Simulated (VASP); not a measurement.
**Be2Si: single point with PBEsol**

Crystal: Be2Si.

```
CELL_PARAMETERS angstrom
0.00000 5.26054 5.26054
5.26054 0.00000 5.26054
5.26054 5.26054 0.00000
ATOMIC_POSITIONS crystal
Si 0.04129 0.00007 0.99848
Si 0.97478 0.03345 0.49507
Si 0.01495 0.51474 0.99161
Si 0.00349 0.44959 0.51227
Si 0.49990 0.99494 0.00058
Si 0.48035 0.00001 0.48886
Si 0.48277 0.52023 0.01141
Si 0.45912 0.50261 0.53017
Be 0.12389 0.14824 0.15361
Be 0.38885 0.34643 0.42545
Be 0.14982 0.07884 0.61852
Be 0.38439 0.37969 0.89433
Be 0.12325 0.65097 0.14001
Be 0.35292 0.85527 0.38221
Be 0.06449 0.66517 0.62788
Be 0.41777 0.86317 0.83328
Be 0.65730 0.13353 0.08847
Be 0.87890 0.38024 0.33350
Be 0.63157 0.05244 0.64472
Be 0.85617 0.39759 0.87667
Be 0.65371 0.59938 0.14899
Be 0.90472 0.85692 0.34840
Be 0.60366 0.63614 0.61696
Be 0.86122 0.91666 0.85020
```

| Property | Result |
| --- | --- |
| Program | VASP 6.6.1 |
| Task | single point |
| Functional | PBEsol |
| Potentials or basis | VASP PAW PBE potentials, release 64 (Si, Be) |
| Cutoff | 520 eV |
| k mesh | 2 × 2 × 2 |
| Occupations | fermi-dirac, width 0.19 eV |
| Spin | no spin polarisation |
| Dipole correction | no |
| Further INCAR settings | LREAL = Auto; ALGO = Normal; EDIFF = 1e-06; NBANDS = 50 |

| Item | Value |
| --- | --- |
| Pressure | 2.6 GPa |
| Largest force | 3.364 eV/Å |
| Band gap on the k mesh | 0.15 eV, direct |

Forces on the atoms (eV/Å):
```
Si   0.380 -1.371  0.750
Si  -0.770  0.112 -1.033
Si  -0.134 -0.951  0.898
Si   0.853 -0.713  0.732
Si   0.472  0.272 -0.359
Si  -2.535  0.460  2.162
Si  -0.473  1.692 -0.125
Si  -0.003  1.027  0.389
Be  -1.256 -0.605  0.744
Be  -0.775 -1.592 -0.457
Be   1.528 -0.065 -0.809
Be  -0.379  0.301 -0.465
Be  -0.592  0.349 -1.054
Be   0.247 -0.526  0.337
Be  -0.875  0.203 -0.257
Be   0.815 -0.055 -0.298
Be   0.306 -0.072  0.008
Be   1.574  0.131 -0.142
Be   0.409 -0.580  0.561
Be  -0.044  0.356  0.102
Be   0.565 -0.920 -0.504
Be   0.754  0.367 -0.835
Be  -0.308  0.997 -0.307
Be   0.242  1.182 -0.039
```

Stress tensor (GPa, compression positive):
```
 2.14  0.02 -0.31
 0.02  2.81 -1.48
-0.31 -1.48  2.77
```

Levels at points of the mesh, in eV from the valence-band top:
```csv
k point,band 29,band 30,band 31,band 32,band 33,band 34,band 35,band 36
"(0.00, 0.00, 0.00)",-0.65,-0.21,-0.06,0.00,0.15,0.48,0.53,0.78
"(0.50, 0.00, 0.00)",-0.98,-0.78,-0.58,-0.17,0.30,0.51,0.80,0.91
"(0.00, 0.50, 0.00)",-0.93,-0.66,-0.50,-0.22,0.47,0.65,0.79,0.90
"(0.00, 0.00, 0.50)",-0.86,-0.59,-0.46,-0.22,0.34,0.69,0.79,0.90
"(0.50, 0.50, 0.50)",-0.83,-0.62,-0.51,-0.25,0.32,0.52,0.77,0.85
"(0.50, 0.50, 0.00)",-1.52,-1.39,-1.12,-0.95,0.32,0.46,1.37,1.51
"(0.00, 0.50, 0.50)",-1.54,-1.49,-1.11,-1.00,0.15,0.65,1.38,1.57
"(0.50, 0.00, 0.50)",-1.57,-1.31,-1.19,-0.95,0.21,0.46,1.30,1.58
```

It took 5 min on 1 thread of Intel Xeon 6975P-C (shared host), peak memory 0.43 GiB.

Caveat: the k points lie up to 0.52 Å⁻¹ apart; the PAW data sets were made with another functional, which shifts forces and pressure a little. A k mesh can miss the band edges.
